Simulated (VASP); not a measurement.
Here is a VASP 6.6.1 calculation.

INCAR

```
ALGO = Normal ; EDIFF = 1E-7
ENCUT = 520 ; GGA = PE
ISIF = 2 ; ISMEAR = -1
LASPH = T ; LCHARG = F
LREAL = F ; LWAVE = F
NBANDS = 11 ; NELM = 100
PREC = Accurate ; SIGMA = 0.02
```

Contents of KPOINTS:

```
k-points
0
Gamma
  10 10 10
```

File POSCAR:

```
SiC
1.0
    0.0000000000      2.1780523476      2.1780523476
    2.2510171013      0.0000000000      2.1780523476
    2.2510171013      2.1780523476      0.0000000000
Si C
1 1
Direct
    0.0000000000      0.0000000000      0.0000000000
    0.2500000000      0.2500000000      0.2500000000
```

Potentials or basis: VASP PAW PBE potentials, release 64 (Si, C).

Launch:

```console
$ cat potpaw_PBE.64/Si/POTCAR potpaw_PBE.64/C/POTCAR > POTCAR
$ mpirun -np 1 vasp_std > vasp.out
```

Problem. Estimate the band gap on the k mesh.

Solution. 1.21 eV, indirect (least direct gap 4.48 eV).

Problem. Predict the pressure.

Solution. -3.6 GPa.

Stress tensor (GPa, compression positive):
```
-9.55  0.00  0.00
 0.00 -0.55  0.00
 0.00  0.00 -0.55
```

Caveat: the cell differs from its parent crystal (uniaxial x strain +3.4%). A k mesh can miss the band edges.
